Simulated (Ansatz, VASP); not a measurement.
WS2 in VASP and in Ansatz

```xyz
6
Lattice="3.1540 0.0000 0.0000 -1.5770 2.7315 0.0000 0.0000 0.0000 12.1397" Properties=species:S:1:pos:R:3 pbc="T T T"
W     0.0000    1.8210    3.0349
W     1.5770    0.9105    9.1048
S     0.0000    1.8210    7.5301
S     1.5770    0.9105    1.4602
S     0.0000    1.8210   10.6795
S     1.5770    0.9105    4.6096
```

Alike in both runs: functional PBE; dispersion D3(BJ); k mesh 12 × 12 × 4; occupations gaussian, width 0.02 eV; no spin polarisation.

Ansatz relaxed the structure, and its values are those at the end. VASP's run is a single point on that final structure, the one shown.

|  | VASP | Ansatz |
| --- | --- | --- |
| version | VASP 6.6.1 | Ansatz 0.2.0 |
| potentials or method | VASP PAW PBE potentials, release 64 (W_sv, S), cutoff 520 eV | scalar-relativistic, plane waves, PAW |
| valence electrons in the cell | 52 | 52 |

Ansatz gave:

| Item | Value |
| --- | --- |
| gap on the k mesh at the Fermi level (eV) | 0.89 |
| least direct gap on the mesh (eV) | 1.83 |
| pressure (GPa) | 0.0 |

Estimate VASP's values.

gap on the k mesh at the Fermi level (eV): 0.91; least direct gap on the mesh (eV): 1.83; pressure (GPa): 0.0.

Neither program's run includes spin-orbit coupling.
